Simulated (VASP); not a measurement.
Here is a VASP 6.6.1 calculation.

The input POSCAR:

```
AlNi
1.0
    2.8810000000      0.0000000000      0.0000000000
    0.0000000000      2.8810000000      0.0000000000
    0.0000000000      0.0000000000      2.8810000000
Ni Al
1 1
Direct
    0.5000000000      0.5000000000      0.5000000000
    0.0000000000      0.0000000000      0.0000000000
```

Contents of INCAR.step1:

```
SYSTEM = AlNi
  PREC = Accurate
  ENCUT = 520
  EDIFF = 1E-5
  ISMEAR = -1
  SIGMA = 0.05
  LREAL = .False.
  LASPH = .True.
  NELM = 150
  ALGO = Normal
  ISIF = 2
  LWAVE = .True.
  LCHARG = .False.
  ISPIN = 2
  MAGMOM = 1 0
  LORBIT = 11
  LMAXMIX = 4
  GGA = PE
  NBANDS = 18
```

File INCAR.step2:

```
SYSTEM = AlNi
  PREC = Accurate
  ENCUT = 520
  EDIFF = 1E-7
  ISMEAR = -1
  SIGMA = 0.05
  LREAL = .False.
  LASPH = .True.
  NELM = 150
  ALGO = Normal
  ISIF = 2
  LWAVE = .False.
  LCHARG = .False.
  ISPIN = 2
  MAGMOM = 1 0
  LORBIT = 11
  LMAXMIX = 4
  GGA = PE
  LHFCALC = .True.
  AEXX = 0.25
  PRECFOCK = Normal
  ISTART = 1
  NBANDS = 18
```

The input KPOINTS:

```
Automatic mesh
0
Gamma
  6 6 6
  0 0 0
```

Potentials or basis: VASP PAW PBE potentials, release 64 (Ni, Al).

Command:

```sh
$ cat potpaw_PBE.64/Ni/POTCAR potpaw_PBE.64/Al/POTCAR > POTCAR
$ cp INCAR.step1 INCAR
$ mpirun -np 1 vasp_std > vasp.out
$ cp INCAR.step2 INCAR
$ mpirun -np 1 vasp_std > vasp.out
```

What does it give for the site moments?

Ni +0.09; Al +0.01 μB.

Predict the pressure.

-2.8 GPa.

Caveat: the k points lie up to 0.36 Å⁻¹ apart; the PAW data sets were made with another functional, which shifts forces and pressure a little.
